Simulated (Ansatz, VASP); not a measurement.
**Sr: VASP beside Ansatz**

Contents of INCAR:

```
ALGO     = Normal         # electronic algorithm
EDIFF    = 1E-6           # SCF threshold, eV
EDIFFG   = -0.04          # ionic threshold
ENCUT    = 600            # plane-wave cutoff, eV
GGA      = PS             # functional
IBRION   = 2              # ionic algorithm
ISIF     = 3              # what is computed and relaxed
ISMEAR   = 0              # smearing method
LASPH    = T              # aspherical terms in the spheres
LCHARG   = F              # write CHGCAR
LREAL    = F              # projectors in reciprocal space
LWAVE    = F              # write WAVECAR
NELM     = 80             # most SCF steps
NSW      = 90             # ionic steps
PREC     = Accurate       # precision mode
SIGMA    = 0.1            # smearing width, eV
```

File KPOINTS:

```
k-points
0
Gamma
  6 6 4
```

POSCAR

```
Sr
1.0
    5.6246462753      0.0000000000      0.0000000000
   -2.8123231377      4.8710865618      0.0000000000
    0.0000000000      0.0000000000      6.3813494836
Sr
3
Direct
    0.2254000000      0.0000000000      0.3333333333
    0.0000000000      0.2254000000      0.6666666667
    0.7746000000      0.7746000000      0.0000000000
```

Input for Ansatz:

```yaml
crystal:
  lattice:
    - [5.6246462753, 0.0, 0.0]
    - [-2.8123231377, 4.8710865618, 0.0]
    - [0.0, 0.0, 6.3813494836]
  atoms:
    - { symbol: Sr, position: [0.2254, 0.0, 0.3333333333] }
    - { symbol: Sr, position: [0.0, 0.2254, 0.6666666667] }
    - { symbol: Sr, position: [0.7746, 0.7746, 0.0] }
basis:
  ecutwfc: 420
kpoints:
  mp_grid: { grid: [6, 6, 4] }
hamiltonian:
  xc: pbesol
scf:
  occupations: { method: gaussian, width: 0.1 }
  lower_state_search: "off"
output:
  forces: true
  stress: true
  eigenvalues: true
relax:
  adjacent_minimum: "off"
  f_tol: 0.04
  max_steps: 70
  cell: { stress_tol: 0.4 }
```

Alike in both runs: task relaxation of cell and atoms; functional PBEsol; k mesh 6 × 6 × 4; occupations gaussian, width 0.1 eV; no spin polarisation.

```csv
,VASP,Ansatz
version,VASP 6.6.1,Ansatz 0.2.0
potentials or method,"VASP PAW PBE potentials, release 64 (Sr_sv), cutoff 600 eV","scalar-relativistic, plane waves, PAW"
valence electrons in the cell,30,30
```

VASP gave:

| Item | Value |
| --- | --- |
| gap on the k mesh at the Fermi level, each at its own relaxed structure (eV) | none |
| relaxed volume (Å³/atom) | 51.88 |
| relaxed length of the cell vector where the two differ most in proportion (Å) | 10.123 |

Problem. What did Ansatz give for the same quantities?

Solution. gap on the k mesh at the Fermi level, each at its own relaxed structure (eV): none; relaxed volume (Å³/atom): 50.53; relaxed length of the cell vector where the two differ most in proportion (Å): 4.056.

VASP's potentials were made for PBE, not for PBEsol. A gap of «none» marks a metal or a gap that the smearing closes. One of these differences is far larger than is usual between the two programs; its cause wasn't traced.
